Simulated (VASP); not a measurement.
# Rh in VASP: a series of runs, part 2 of 2

VASP 6.6.1. Earlier steps stand in the parts before.

## Step 4: Single point, PBE

This run uses another cell than the first one, of 13.40 Å³/atom, 0.980 times its volume.

INCAR reads:

```
PREC = Accurate
ENCUT = 520
EDIFF = 1E-6
ISMEAR = -1
SIGMA = 0.05
LREAL = False
LASPH = True
NELM = 80
ALGO = Normal
ISIF = 2
LWAVE = False
LCHARG = False
GGA = PE
NBANDS = 14
```

KPOINTS reads:

```
Automatic mesh
0
Gamma
  10 10 10
```

POSCAR reads:

```
Rh
1.0
    0.0000000000      1.8978500000      1.8598930000
    1.8978500000      0.0000000000      1.8598930000
    1.8978500000      1.8978500000      0.0000000000
Rh
1
Direct
    0.0000000000      0.0000000000      0.0000000000
```

Potentials or basis: VASP PAW PBE potentials, release 64 (Rh_pv).

Run with:

```bash
$ cat potpaw_PBE.64/Rh_pv/POTCAR > POTCAR
$ mpirun -np 1 vasp_std > vasp.out
```

OUTCAR:

```text
PREC = Accurate
   ENCUT = 520
   EDIFF = 1E-6
   ISMEAR = -1
   LREAL = False
   LASPH = True
   NELM = 80
   ISIF = 2
   GGA = PE

 ion  position               nearest neighbor table
   1  0.000  0.000  0.000-

  LATTYP: Found a body centered tetragonal cell.
 ALAT       =     2.6839652093
 C/A-ratio  =     1.3859292911

  Lattice vectors:

 A1 = (   0.0000000000,  -1.8978500000,  -1.8598930000)
 A2 = (   0.0000000000,   1.8978500000,  -1.8598930000)
 A3 = (   1.8978500000,   0.0000000000,   1.8598930000)

Analysis of symmetry for initial positions (statically):
=====================================================================
 Subroutine PRICEL returns:
 Original cell was already a primitive cell.

 Routine SETGRP: Setting up the symmetry group for a
 body centered tetragonal supercell.

 Subroutine GETGRP returns: Found 16 space group operations
 (whereof 16 operations were pure point group operations)
 out of a pool of 16 trial point group operations.

The static configuration has the point symmetry D_4h.

Analysis of symmetry for dynamics (positions and initial velocities):
=====================================================================
 Subroutine PRICEL returns:
 Original cell was already a primitive cell.

 Routine SETGRP: Setting up the symmetry group for a
 body centered tetragonal supercell.

 Subroutine GETGRP returns: Found 16 space group operations
 (whereof 16 operations were pure point group operations)
 out of a pool of 16 trial point group operations.

The dynamic configuration has the point symmetry D_4h.

 Subroutine INISYM returns: Found 16 space group operations
 (whereof 16 operations are pure point group operations),
 and found     1 'primitive' translations

----------------------------------------------------------------------------------------

                                     Primitive cell

  volume of cell :      13.3981

  direct lattice vectors                    reciprocal lattice vectors
     0.000000000  1.897850000  1.859893000    -0.263456016  0.263456016  0.268832669
     1.897850000  0.000000000  1.859893000     0.263456016 -0.263456016  0.268832669
     1.897850000  1.897850000  0.000000000     0.263456016  0.263456016 -0.268832669

  length of vectors
     2.657261108  2.657261108  2.683965209     0.459444392  0.459444392  0.459444392

  position of ions in fractional coordinates (direct lattice)
     0.000000000  0.000000000  0.000000000

  ion indices of the primitive-cell ions
   primitive index   ion index
                 1           1

----------------------------------------------------------------------------------------

 KPOINTS: Automatic mesh

Automatic generation of k-mesh.
 Grid dimensions read from file:
 generate k-points for:   10   10   10

 Generating k-lattice:

  Cartesian coordinates                     Fractional coordinates (reciprocal lattice)
    -0.026345602  0.026345602  0.026883267     0.100000000 -0.000000000  0.000000000
     0.026345602 -0.026345602  0.026883267    -0.000000000  0.100000000  0.000000000
     0.026345602  0.026345602 -0.026883267     0.000000000  0.000000000  0.100000000

  Length of vectors
     0.045944439  0.045944439  0.045944439

  Shift w.r.t. Gamma in fractional coordinates (k-lattice)
     0.000000000  0.000000000  0.000000000

 Subroutine IBZKPT returns following result:
 ===========================================

 Found    102 irreducible k-points:

 Following reciprocal coordinates:
            Coordinates               Weight
  0.000000  0.000000  0.000000      1.000000
  0.100000 -0.000000  0.000000      8.000000
  0.200000 -0.000000  0.000000      8.000000
  0.300000  0.000000  0.000000      8.000000
  0.400000 -0.000000  0.000000      8.000000
  0.500000  0.000000  0.000000      4.000000
[... 16 lines left out ...]
  0.300000  0.300000  0.000000      2.000000
  0.400000  0.300000  0.000000      8.000000
 [... further k-points ...]
   k-points           NKPTS =    102   k-points in BZ     NKDIM =    102   number of bands    NBANDS=     14
   number of dos      NEDOS =    301   number of ions     NIONS =      1
   total plane-waves  NPLWV =   8000
   dimension x,y,z NGX =    20 NGY =   20 NGZ =   20
   dimension x,y,z NGXF=    40 NGYF=   40 NGZF=   40
   ions per type =               1
   NGX,Y,Z   is equivalent  to a cutoff of  12.51, 12.51, 12.39 a.u.
   NGXF,Y,Z  is equivalent  to a cutoff of  25.03, 25.03, 24.78 a.u.
 SYSTEM =  unknown system
   PREC   = accura    normal or accurate (medium, high low for compatibility)
   ISTART =      0    job   : 0-new  1-cont  2-samecut
   ICHARG =      2    charge: 1-file 2-atom 10-const
   ISPIN  =      1    spin polarized calculation?
   LNONCOLLINEAR =      F non collinear calculations
   LSORBIT =      F    spin-orbit coupling
   LASPH  =      T    aspherical Exc in radial PAW
   ENCUT  =  520.0 eV  38.22 Ry    6.18 a.u.   4.94  4.94  4.99*2*pi/ulx,y,z
   NELM   =     80;   NELMIN=  2; NELMDL= -5     # of ELM steps
   EDIFF  = 0.1E-05   stopping-criterion for ELM
   LREAL  =      F    real-space projection
   EDIFFG = 0.1E-04   stopping-criterion for IOM
   NSW    =      0    number of steps for IOM
   IBRION =     -1    ionic relax: 0-MD 1-quasi-New 2-CG
   NFREE  =      0    steps in history (QN), initial steepest desc. (CG)
   ISIF   =      2    stress and relaxation
   ISYM   =      2    0-nonsym 1-usesym 2-fastsym
   POTIM  = 0.5000    time-step for ionic-motion
   TEBEG  =    0.0;   TEEND  =   0.0 temperature during run
   PSTRESS=    0.0 pullay stress
   NELECT =      15.0000    total number of electrons
   NUPDOWN=      -1.0000    fix difference up-down
   EMIN   =  10.00;   EMAX   =-10.00  energy-range for DOS
   EFERMI =   0.00;   METHOD = LEGACY
   ISMEAR =    -1;   SIGMA  =   0.05  broadening in eV -4-tet -1-fermi 0-gaus
   EFERMI_NEDOS =   21; number of points for ismear=-14 and -15
   IALGO  =     38    algorithm
   IMIX   =      4    mixing-type and parameters
     AMIX     =   0.40;   BMIX     =  1.00
     AMIX_MAG =   1.60;   BMIX_MAG =  1.00
  volume/ion in A,a.u.               =      13.40        90.41
  Fermi-wavevector in a.u.,A,eV,Ry     =   1.699905  3.212355 39.316447  2.889677
  Thomas-Fermi vector in A             =   2.780137
   LORBIT       =      0    0 simple, 1 ext, 2 COOP (PROOUT), +10 PAW based schemes
   GGA     = PE    functional components
   LHFCALC =     F    Hartree Fock is set to
   AEXX    =    0.0000 exact exchange contribution
   IVDW    =     0    specifies the selected vdW correction
   LEPSILON=     F    determine dielectric tensor
   LRPA    =     F    only Hartree local field effects (RPA)
 non-spin polarized calculation
  energy-cutoff  :      520.00
  volume of cell :       13.40
 maximum number of plane-waves:       372
   NGX =  9   NGY =  9   NGZ =  9

 number of electron      15.0000005 magnetization

 Free energy of the ion-electron system (eV)
  ---------------------------------------------------
  ext. energy  EPLUGINS =         0.00000000
  ---------------------------------------------------
  free energy    TOTEN  =        -7.24339752 eV

  energy without entropy =       -7.23132288  energy(sigma->0) =       -7.23736020

 E-fermi :  12.4127     XC(G=0): -14.1999

 val. band max:       12.4057642986   @ k =   0.5000   0.1000   0.4000
 cond. band min:      12.4247122328   @ k =   0.5000   0.4000   0.1000
 fundamental gap:      0.0189479342
 Fermi energy:        12.4126510937

 k-point     1 :       0.0000    0.0000    0.0000
  band No.  band energies     occupation
      1     -34.0507      2.00000
      2     -34.0507      2.00000
      3     -34.0374      2.00000
      4       4.2345      2.00000
      5       9.1055      2.00000
      6       9.1055      2.00000
      7       9.3262      2.00000
      8      11.2124      2.00000
      9      11.4839      2.00000
     10      28.3653      0.00000
     11      32.8251      0.00000
     12      33.7524      0.00000
     13      33.7524      0.00000
     14      34.4160      0.00000
[... 375 lines left out ...]
 k-point    24 :       0.4000    0.3000    0.0000
  band No.  band energies     occupation
      1     -34.6557      2.00000
      2     -34.3108      2.00000
      3     -34.2909      2.00000
      4       6.5916      2.00000
      5       6.9048      2.00000
      6      10.9713      2.00000
      7      11.6109      2.00000
      8      12.8797      0.00018
      9      13.9321      0.00000
     10      26.7738      0.00000
     11      28.5834      0.00000
     12      29.2565      0.00000
     13      32.8209      0.00000
     14      34.4010      0.00000

 [... further k-points ...]

------------------------ aborting loop because EDIFF is reached ----------------------------------------

  FORCE on cell =-STRESS in cart. coord.  units (eV):
  Direction    XX          YY          ZZ          XY          YZ          ZX
  --------------------------------------------------------------------------------------
  -------------------------------------------------------------------------------------
  Total        1.0249333      1.0249333      1.4432192      0.0000000      0.0000000      0.0000000
  in kB      122.5644389    122.5644389    172.5842502      0.0000000      0.0000000      0.0000000
  external PRESSURE =     139.2377093 kB  Pullay stress =       0.0000000 kB

 VOLUME and BASIS-vectors are now :
 -----------------------------------------------------------------------------
  energy-cutoff  :      520.00
  volume of cell :       13.40
      direct lattice vectors                 reciprocal lattice vectors
     0.000000000  1.897850000  1.859893000    -0.263456016  0.263456016  0.268832669
     1.897850000  0.000000000  1.859893000     0.263456016 -0.263456016  0.268832669
     1.897850000  1.897850000  0.000000000     0.263456016  0.263456016 -0.268832669

 POSITION                                       TOTAL-FORCE (eV/Angst)
 -----------------------------------------------------------------------------------
      0.00000      0.00000      0.00000         0.000000     -0.000000      0.000000
 -----------------------------------------------------------------------------------
    total drift:                                0.000000      0.000000     -0.000000

  FREE ENERGIE OF THE ION-ELECTRON SYSTEM (eV)
  ---------------------------------------------------
  free  energy   TOTEN  =        -7.2433975198 eV

  energy  without entropy=       -7.2313228799  energy(sigma->0) =       -7.23736020
```

It took 8.7 s on 1 thread of Intel Xeon Platinum 8488C (Sapphire Rapids), shared host; peak memory 0.13 GiB.

What came out:

```
Free energy : -7.2434 eV
Pressure    : 13.9 GPa
```

Stress tensor (GPa, compression positive):
```
12.26  0.00  0.00
 0.00 12.26  0.00
 0.00  0.00 17.26
```

## Step 5: Single point, PBE

This run uses another cell than the first one, of 13.53 Å³/atom, 0.990 times its volume.

INCAR reads:

```
SYSTEM = Rh
PREC = Accurate ; ENCUT = 520
EDIFF = 1E-6 ; ISMEAR = -1
SIGMA = 0.05 ; LREAL = .FALSE.
LASPH = .TRUE. ; NELM = 80
ALGO = Normal ; ISIF = 2
LWAVE = .FALSE. ; LCHARG = .FALSE.
GGA = PE ; NBANDS = 14
```

KPOINTS reads:

```
Automatic mesh
0
G
  10 10 10
  0 0 0
```

POSCAR reads:

```
Rh
1.0
    0.0000000000      1.8978500000      1.8788715000
    1.8978500000      0.0000000000      1.8788715000
    1.8978500000      1.8978500000      0.0000000000
Rh
1
Direct
    0.0000000000      0.0000000000      0.0000000000
```

Run with:

```bash
$ cat potpaw_PBE.64/Rh_pv/POTCAR > POTCAR
$ mpirun -np 1 vasp_std > vasp.out
```

Run time: 9.9 s. Hardware: 1 thread of Intel Xeon Platinum 8488C (Sapphire Rapids), shared host; peak memory 0.13 GiB.

The run converged. Its results:

```yaml
Free_energy: -7.2559 eV
Pressure: 10.7 GPa
```

Stress tensor (GPa, compression positive):
```
 9.84  0.00  0.00
 0.00  9.84  0.00
 0.00  0.00 12.28
```

Levels at points of the mesh, in eV from the Fermi level:
```
           k point  band 3  band 4  band 5  band 6  band 7  band 8  band 9  band 10  band 11  band 12
(0.00, 0.00, 0.00)  -46.44   -8.10   -3.22   -3.22   -3.11   -1.11   -0.98    15.96    20.44    21.40
(0.50, 0.00, 0.00)  -46.54   -6.28   -3.32   -3.21    0.53    0.58    0.69     8.78    15.47    20.44
(0.50, 0.50, 0.00)  -46.74   -6.50   -6.13    0.52    0.99    0.99    3.40    12.64    13.27    13.27
(0.50, 0.00, 0.50)  -46.71   -6.49   -6.12    0.53    0.93    1.03    3.18    12.35    13.39    13.51
```

## Step 6: The runs side by side

```csv
cell,gap on the mesh (eV),pressure (GPa)
"a = 2.684 Å, angles 60.0°, 1 atom",none,7.6
"a = 2.631, b = 2.631, c = 2.684 Å, angles 59.3, 59.3, 61.3°, 1 atom",none,21.2
"a = 2.657, b = 2.657, c = 2.684 Å, angles 59.7, 59.7, 60.7°, 1 atom",none,13.9
"a = 2.671, b = 2.671, c = 2.684 Å, angles 59.8, 59.8, 60.3°, 1 atom",none,10.7
```

Alike in all rows: task single point; level PBE; potentials or basis VASP PAW PBE potentials, release 64 (Rh_pv); no spin polarisation; k mesh 10 × 10 × 10; cutoff (eV) 520; smearing fermi-dirac 0.05 eV.

Absolute energies hang on the potentials; compare differences alone.
